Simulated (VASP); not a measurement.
# TlH (Tl(H)) in VASP: a series of runs

TlH (Tl(H)) is run at these levels: PBE; tasks: single point.

All numbers are computed with VASP 6.6.1; they aren't measurements. Logs are shortened: lines on timing, memory, paths and dates and some standing lists are left out, and cuts for length are marked.

## (1) The cell of the first run

The cell holds a molecule in a box, 2 atoms: a = 9.000 Å, b = 9.000 Å, c = 10.940 Å, α = 90.00°, β = 90.00°, γ = 90.00°.

## (2) Single point, PBE

INCAR reads:

```
SYSTEM = TlH
  ALGO = Normal
  EDIFF = 1E-7
  ENCUT = 520
  GGA = PE
  ISIF = 2
  ISMEAR = 0
  LASPH = .True.
  LCHARG = .False.
  LREAL = .False.
  LWAVE = .False.
  NBANDS = 14
  NELM = 100
  PREC = Accurate
  SIGMA = 0.01
```

KPOINTS reads:

```
k-points
0
Gamma
  1 1 1
  0 0 0
```

POSCAR reads:

```
TlH
1.0
    9.0000000000      0.0000000000      0.0000000000
    0.0000000000      9.0000000000      0.0000000000
    0.0000000000      0.0000000000     10.9400000000
Tl H
1 1
Direct
    0.5000000000      0.5000000000      0.4113345500
    0.5000000000      0.5000000000      0.5889259600
```

Potentials or basis: VASP PAW PBE potentials, release 64 (Tl_d, H).

The run is started by

```
$ cat potpaw_PBE.64/Tl_d/POTCAR potpaw_PBE.64/H/POTCAR > POTCAR
$ mpirun -np 1 vasp_gam > vasp.out
```

OUTCAR:

```text
SYSTEM = TlH
   EDIFF = 1E-7
   ENCUT = 520
   GGA = PE
   ISIF = 2
   ISMEAR = 0
   LASPH = .True.
   LREAL = .False.
   NELM = 100
   PREC = Accurate

 ion  position               nearest neighbor table
   1  0.500  0.500  0.411-   2 1.94
   2  0.500  0.500  0.589-   1 1.94

  LATTYP: Found a simple tetragonal cell.
 ALAT       =     9.0000000000
 C/A-ratio  =     1.2155555556

  Lattice vectors:

 A1 = (   9.0000000000,   0.0000000000,   0.0000000000)
 A2 = (   0.0000000000,   9.0000000000,   0.0000000000)
 A3 = (   0.0000000000,   0.0000000000,  10.9400000000)

Analysis of symmetry for initial positions (statically):
=====================================================================
 Subroutine PRICEL returns:
 Original cell was already a primitive cell.

 Routine SETGRP: Setting up the symmetry group for a
 simple tetragonal supercell.

 Subroutine GETGRP returns: Found  8 space group operations
 (whereof  8 operations were pure point group operations)
 out of a pool of 16 trial point group operations.

The static configuration has the point symmetry C_4v.

Analysis of symmetry for dynamics (positions and initial velocities):
=====================================================================
 Subroutine PRICEL returns:
 Original cell was already a primitive cell.

 Routine SETGRP: Setting up the symmetry group for a
 simple tetragonal supercell.

 Subroutine GETGRP returns: Found  8 space group operations
 (whereof  8 operations were pure point group operations)
 out of a pool of 16 trial point group operations.

The dynamic configuration has the point symmetry C_4v.

 Subroutine INISYM returns: Found  8 space group operations
 (whereof  8 operations are pure point group operations),
 and found     1 'primitive' translations

----------------------------------------------------------------------------------------

                                     Primitive cell

  volume of cell :     886.1400

  direct lattice vectors                    reciprocal lattice vectors
     9.000000000  0.000000000  0.000000000     0.111111111  0.000000000  0.000000000
     0.000000000  9.000000000  0.000000000     0.000000000  0.111111111  0.000000000
     0.000000000  0.000000000 10.940000000     0.000000000  0.000000000  0.091407678

  length of vectors
     9.000000000  9.000000000 10.940000000     0.111111111  0.111111111  0.091407678

  position of ions in fractional coordinates (direct lattice)
     0.500000000  0.500000000  0.411334550
     0.500000000  0.500000000  0.588925960

  ion indices of the primitive-cell ions
   primitive index   ion index
                 1           1
                 2           2

----------------------------------------------------------------------------------------

 KPOINTS: k-points

Automatic generation of k-mesh.
 Grid dimensions read from file:
 generate k-points for:    1    1    1

 Generating k-lattice:

  Cartesian coordinates                     Fractional coordinates (reciprocal lattice)
     0.111111111  0.000000000  0.000000000     1.000000000  0.000000000  0.000000000
     0.000000000  0.111111111  0.000000000     0.000000000  1.000000000  0.000000000
     0.000000000  0.000000000  0.091407678     0.000000000  0.000000000  1.000000000

  Length of vectors
     0.111111111  0.111111111  0.091407678

  Shift w.r.t. Gamma in fractional coordinates (k-lattice)
     0.000000000  0.000000000  0.000000000

 Subroutine IBZKPT returns following result:
 ===========================================

 Found      1 irreducible k-points:

 Following reciprocal coordinates:
            Coordinates               Weight
  0.000000  0.000000  0.000000      1.000000
   k-points           NKPTS =      1   k-points in BZ     NKDIM =      1   number of bands    NBANDS=     14
   number of dos      NEDOS =    301   number of ions     NIONS =      2
   total plane-waves  NPLWV = 411600
   dimension x,y,z NGX =    70 NGY =   70 NGZ =   84
   dimension x,y,z NGXF=   140 NGYF=  140 NGZF=  168
   ions per type =               1   1
   NGX,Y,Z   is equivalent  to a cutoff of  12.93, 12.93, 12.76 a.u.
   NGXF,Y,Z  is equivalent  to a cutoff of  25.86, 25.86, 25.53 a.u.
 SYSTEM =  TlH
   PREC   = accura    normal or accurate (medium, high low for compatibility)
   ISTART =      0    job   : 0-new  1-cont  2-samecut
   ICHARG =      2    charge: 1-file 2-atom 10-const
   ISPIN  =      1    spin polarized calculation?
   LNONCOLLINEAR =      F non collinear calculations
   LSORBIT =      F    spin-orbit coupling
   LASPH  =      T    aspherical Exc in radial PAW
   ENCUT  =  520.0 eV  38.22 Ry    6.18 a.u.  16.73 16.73 20.34*2*pi/ulx,y,z
   NELM   =    100;   NELMIN=  2; NELMDL= -5     # of ELM steps
   EDIFF  = 0.1E-06   stopping-criterion for ELM
   LREAL  =      F    real-space projection
   EDIFFG = 0.1E-05   stopping-criterion for IOM
   NSW    =      0    number of steps for IOM
   IBRION =     -1    ionic relax: 0-MD 1-quasi-New 2-CG
   NFREE  =      0    steps in history (QN), initial steepest desc. (CG)
   ISIF   =      2    stress and relaxation
   ISYM   =      2    0-nonsym 1-usesym 2-fastsym
   POTIM  = 0.5000    time-step for ionic-motion
   TEBEG  =    0.0;   TEEND  =   0.0 temperature during run
   PSTRESS=    0.0 pullay stress
   NELECT =      14.0000    total number of electrons
   NUPDOWN=      -1.0000    fix difference up-down
   EMIN   =  10.00;   EMAX   =-10.00  energy-range for DOS
   EFERMI =   0.00;   METHOD = LEGACY
   ISMEAR =     0;   SIGMA  =   0.01  broadening in eV -4-tet -1-fermi 0-gaus
   EFERMI_NEDOS =   21; number of points for ismear=-14 and -15
   IALGO  =     38    algorithm
   IMIX   =      4    mixing-type and parameters
     AMIX     =   0.40;   BMIX     =  1.00
     AMIX_MAG =   1.60;   BMIX_MAG =  1.00
  volume/ion in A,a.u.               =     443.07      2989.98
  Fermi-wavevector in a.u.,A,eV,Ry     =   0.410787  0.776275  2.295929  0.168746
  Thomas-Fermi vector in A             =   1.366666
   LORBIT       =      0    0 simple, 1 ext, 2 COOP (PROOUT), +10 PAW based schemes
   GGA     = PE    functional components
   LHFCALC =     F    Hartree Fock is set to
   AEXX    =    0.0000 exact exchange contribution
   IVDW    =     0    specifies the selected vdW correction
   LEPSILON=     F    determine dielectric tensor
   LRPA    =     F    only Hartree local field effects (RPA)
 non-spin polarized calculation
 Gauss-broadening in eV      SIGMA  =   0.01
  energy-cutoff  :      520.00
  volume of cell :      886.14
 maximum number of plane-waves:     11943
 NGX is ok and might be reduce to    70
   NGX = 33   NGY = 33   NGZ = 41

 number of electron      13.9999997 magnetization

 Free energy of the ion-electron system (eV)
  ---------------------------------------------------
  ext. energy  EPLUGINS =         0.00000000
  ---------------------------------------------------
  free energy    TOTEN  =        -3.87060602 eV

  energy without entropy =       -3.87060602  energy(sigma->0) =       -3.87060602

 E-fermi :  -4.3518     XC(G=0):  -1.1853

 val. band max:       -4.3978172506   @ k =   0.0000   0.0000   0.0000
 cond. band min:      -1.9523782529   @ k =   0.0000   0.0000   0.0000
 fundamental gap:      2.4454389978
 Fermi energy:        -4.3517785955

 k-point     1 :       0.0000    0.0000    0.0000
  band No.  band energies     occupation
      1     -15.2378      2.00000
      2     -15.2378      2.00000
      3     -14.9467      2.00000
      4     -14.9215      2.00000
      5     -14.9215      2.00000
      6      -9.5954      2.00000
      7      -4.3978      2.00000
      8      -1.9524      0.00000
      9      -1.9524      0.00000
     10      -0.3510      0.00000
     11       0.6184      0.00000
     12       1.1151      0.00000
     13       1.1806      0.00000
     14       1.5724      0.00000

------------------------ aborting loop because EDIFF is reached ----------------------------------------

  FORCE on cell =-STRESS in cart. coord.  units (eV):
  Direction    XX          YY          ZZ          XY          YZ          ZX
  --------------------------------------------------------------------------------------
  -------------------------------------------------------------------------------------
  Total       -0.0274417     -0.0274417     -0.1024404     -0.0000000     -0.0000000      0.0000000
  in kB       -0.0496156     -0.0496156     -0.1852164     -0.0000000     -0.0000000      0.0000000
  external PRESSURE =      -0.0948159 kB  Pullay stress =       0.0000000 kB

 VOLUME and BASIS-vectors are now :
 -----------------------------------------------------------------------------
  energy-cutoff  :      520.00
  volume of cell :      886.14
      direct lattice vectors                 reciprocal lattice vectors
     9.000000000  0.000000000  0.000000000     0.111111111  0.000000000  0.000000000
     0.000000000  9.000000000  0.000000000     0.000000000  0.111111111  0.000000000
     0.000000000  0.000000000 10.940000000     0.000000000  0.000000000  0.091407678

 POSITION                                       TOTAL-FORCE (eV/Angst)
 -----------------------------------------------------------------------------------
      4.50000      4.50000      4.50000         0.000000      0.000000      0.048305
      4.50000      4.50000      6.44285         0.000000     -0.000000     -0.048305
 -----------------------------------------------------------------------------------
    total drift:                                0.000000      0.000000      0.000132

  FREE ENERGIE OF THE ION-ELECTRON SYSTEM (eV)
  ---------------------------------------------------
  free  energy   TOTEN  =        -3.8706060245 eV

  energy  without entropy=       -3.8706060245  energy(sigma->0) =       -3.87060602
```

It took 62 s on 1 thread of AMD EPYC 7R13 (Zen 3), shared host; peak memory 0.74 GiB.

Results:

```yaml
Free_energy: -3.8706 eV
Largest_force: 0.048 eV/Å
Gap_between_the_frontier_levels: 2.45 eV
```

Forces on the atoms (eV/Å):
```
Tl   0.000  0.000  0.048
H    0.000  0.000 -0.048
```

Caveat: spin-orbit coupling is left out, which moves the levels of the heavy elements.

## (3) Single point, PBE, non-collinear spin, zero start, spin-orbit coupling

INCAR reads:

```
PREC = Accurate ; ENCUT = 520
EDIFF = 1E-6 ; ISMEAR = 0
SIGMA = 0.01 ; LREAL = F
LASPH = T ; NELM = 150
ALGO = Normal ; ISIF = 2
LWAVE = F ; LCHARG = F
LNONCOLLINEAR = T ; MAGMOM = 0 0 0 0 0 0
LORBIT = 11 ; LSORBIT = T
GGA_COMPAT = F ; LORBMOM = T
GGA = PE ; NBANDS = 26
```

KPOINTS reads:

```
Automatic mesh
0
Gamma
  1 1 1
```

POSCAR is that of step 2.

Potentials or basis: VASP PAW PBE potentials, release 64 (Tl_d, H).

The run is started by

```
$ cat potpaw_PBE.64/Tl_d/POTCAR potpaw_PBE.64/H/POTCAR > POTCAR
$ mpirun -np 1 vasp_ncl > vasp.out
```

OUTCAR:

```text
PREC = Accurate
   ENCUT = 520
   EDIFF = 1E-6
   ISMEAR = 0
   LREAL = F
   LASPH = T
   NELM = 150
   ISIF = 2
   LNONCOLLINEAR = T
   LORBIT = 11
   LSORBIT = T
   GGA = PE

 ion  position               nearest neighbor table
   1  0.500  0.500  0.411-   2 1.94
   2  0.500  0.500  0.589-   1 1.94

  LATTYP: Found a simple tetragonal cell.
 ALAT       =     9.0000000000
 C/A-ratio  =     1.2155555556

  Lattice vectors:

 A1 = (   9.0000000000,   0.0000000000,   0.0000000000)
 A2 = (   0.0000000000,   9.0000000000,   0.0000000000)
 A3 = (   0.0000000000,   0.0000000000,  10.9400000000)

Analysis of symmetry for initial positions (statically):
=====================================================================
 Subroutine PRICEL returns:
 Original cell was already a primitive cell.

 Routine SETGRP: Setting up the symmetry group for a
 simple tetragonal supercell.

 Subroutine GETGRP returns: Found  8 space group operations
 (whereof  8 operations were pure point group operations)
 out of a pool of 16 trial point group operations.

The static configuration has the point symmetry C_4v.

Analysis of symmetry for dynamics (positions and initial velocities):
=====================================================================
 Subroutine PRICEL returns:
 Original cell was already a primitive cell.

 Routine SETGRP: Setting up the symmetry group for a
 simple tetragonal supercell.

 Subroutine GETGRP returns: Found  8 space group operations
 (whereof  8 operations were pure point group operations)
 out of a pool of 16 trial point group operations.

The dynamic configuration has the point symmetry C_4v.

Analysis of structural, dynamic, and magnetic symmetry:
=====================================================================
 Subroutine PRICEL returns:
 Original cell was already a primitive cell.

 Routine SETGRP: Setting up the symmetry group for a
 simple tetragonal supercell.

 Subroutine GETGRP returns: Found  8 space group operations
[... 214 lines left out ...]
  1         0.000   0.000   0.000
  2         0.000   0.000   0.000
 ----------------------------------------
            0.000   0.000   0.000

 orbital moment (z)

 # of ion     p       d       tot
 ----------------------------------------
  1         0.000   0.000   0.000
  2         0.000   0.000   0.000
 ----------------------------------------
            0.000   0.000   0.000

 Spin-Orbit-Coupling matrix elements

 Ion:    1  E_soc:     -0.6482560
 l=   1
     0.0000000    -0.0786273    -0.0186485
    -0.0786273     0.0000000    -0.0786273
    -0.0186485    -0.0786273     0.0000000
 l=   2
     0.0000000    -0.0097955     0.0000000    -0.0097955    -0.0390185
    -0.0097955     0.0000000    -0.0301103    -0.0098031    -0.0097957
     0.0000000    -0.0301103     0.0000000    -0.0301103     0.0000000
    -0.0097955    -0.0098031    -0.0301103     0.0000000    -0.0097957
    -0.0390185    -0.0097957     0.0000000    -0.0097957     0.0000000
 l=   3
     0.0000000     0.0000000     0.0000000     0.0000000     0.0000000     0.0000000     0.0000000
     0.0000000     0.0000000     0.0000000     0.0000000     0.0000000     0.0000000     0.0000000
     0.0000000     0.0000000     0.0000000     0.0000000     0.0000000     0.0000000     0.0000000
     0.0000000     0.0000000     0.0000000     0.0000000     0.0000000     0.0000000     0.0000000
     0.0000000     0.0000000     0.0000000     0.0000000     0.0000000     0.0000000     0.0000000
     0.0000000     0.0000000     0.0000000     0.0000000     0.0000000     0.0000000     0.0000000
     0.0000000     0.0000000     0.0000000     0.0000000     0.0000000     0.0000000     0.0000000

 Ion:    2  E_soc:      0.0000000
 l=   1
     0.0000000     0.0000000    -0.0000000
     0.0000000     0.0000000     0.0000000
    -0.0000000     0.0000000     0.0000000
 l=   2
     0.0000000     0.0000000     0.0000000     0.0000000     0.0000000
     0.0000000     0.0000000     0.0000000     0.0000000     0.0000000
     0.0000000     0.0000000     0.0000000     0.0000000     0.0000000
     0.0000000     0.0000000     0.0000000     0.0000000     0.0000000
     0.0000000     0.0000000     0.0000000     0.0000000     0.0000000
 l=   3
     0.0000000     0.0000000     0.0000000     0.0000000     0.0000000     0.0000000     0.0000000
     0.0000000     0.0000000     0.0000000     0.0000000     0.0000000     0.0000000     0.0000000
     0.0000000     0.0000000     0.0000000     0.0000000     0.0000000     0.0000000     0.0000000
     0.0000000     0.0000000     0.0000000     0.0000000     0.0000000     0.0000000     0.0000000
     0.0000000     0.0000000     0.0000000     0.0000000     0.0000000     0.0000000     0.0000000
     0.0000000     0.0000000     0.0000000     0.0000000     0.0000000     0.0000000     0.0000000
     0.0000000     0.0000000     0.0000000     0.0000000     0.0000000     0.0000000     0.0000000

 total charge

# of ion       s       p       d       tot
------------------------------------------
    1        1.230   0.309   9.648  11.187
    2        0.493   0.004   0.000   0.497
--------------------------------------------------
tot          1.723   0.313   9.648  11.684

 magnetization (x)

# of ion       s       p       d       tot
------------------------------------------
    1        0.000   0.000   0.000   0.000
    2       -0.000   0.000   0.000  -0.000
--------------------------------------------------
tot         -0.000   0.000   0.000  -0.000

 magnetization (y)

# of ion       s       p       d       tot
------------------------------------------
    1       -0.000   0.000   0.000  -0.000
    2        0.000   0.000   0.000   0.000
--------------------------------------------------
tot         -0.000   0.000   0.000  -0.000

 magnetization (z)

# of ion       s       p       d       tot
------------------------------------------
    1        0.000   0.000   0.000   0.000
    2        0.000   0.000   0.000   0.000
--------------------------------------------------
tot          0.000   0.000   0.000   0.000
```

OSZICAR:

```text
N       E                     dE             d eps       ncg     rms          rms(c)
[... 17 lines left out ...]
DAV:  18    -0.417838293414E+01   -0.96583E-04   -0.30169E-05    44   0.171E-02    0.456E-03
DAV:  19    -0.417840457621E+01   -0.21642E-04   -0.87217E-06    52   0.109E-02    0.349E-03
DAV:  20    -0.417842351473E+01   -0.18939E-04   -0.22010E-06    44   0.606E-03    0.390E-03
DAV:  21    -0.417843990231E+01   -0.16388E-04   -0.20843E-06    44   0.540E-03    0.189E-03
DAV:  22    -0.417844901496E+01   -0.91126E-05   -0.13108E-06    44   0.408E-03    0.134E-03
DAV:  23    -0.417845273894E+01   -0.37240E-05   -0.43085E-07    44   0.218E-03    0.135E-03
DAV:  24    -0.417845371012E+01   -0.97118E-06   -0.11850E-07    44   0.122E-03
   1 F= -.41784537E+01 E0= -.41784537E+01  d E =-.929187E-38  mag=     0.0000     0.0000     0.0000
```

It took 5.7 min on 1 thread of AMD EPYC 7R13 (Zen 3), shared host; peak memory 2.1 GiB.

What came out:

```yaml
Free_energy: -4.1785 eV
Largest_force: 0.191 eV/Å
Net_moment: 0.00 μB per cell
Valence_electrons_inside_the_program's_atomic_spheres: Tl 11.19; H 0.50
```

Forces in eV/Å, atoms in the order of the input:
```
Tl   0.000  0.000  0.191
H    0.000  0.000 -0.191
```

Moments on the atoms (μB; x, y, z):
```
Tl  0.00 0.00 0.00
H   0.00 0.00 0.00
```
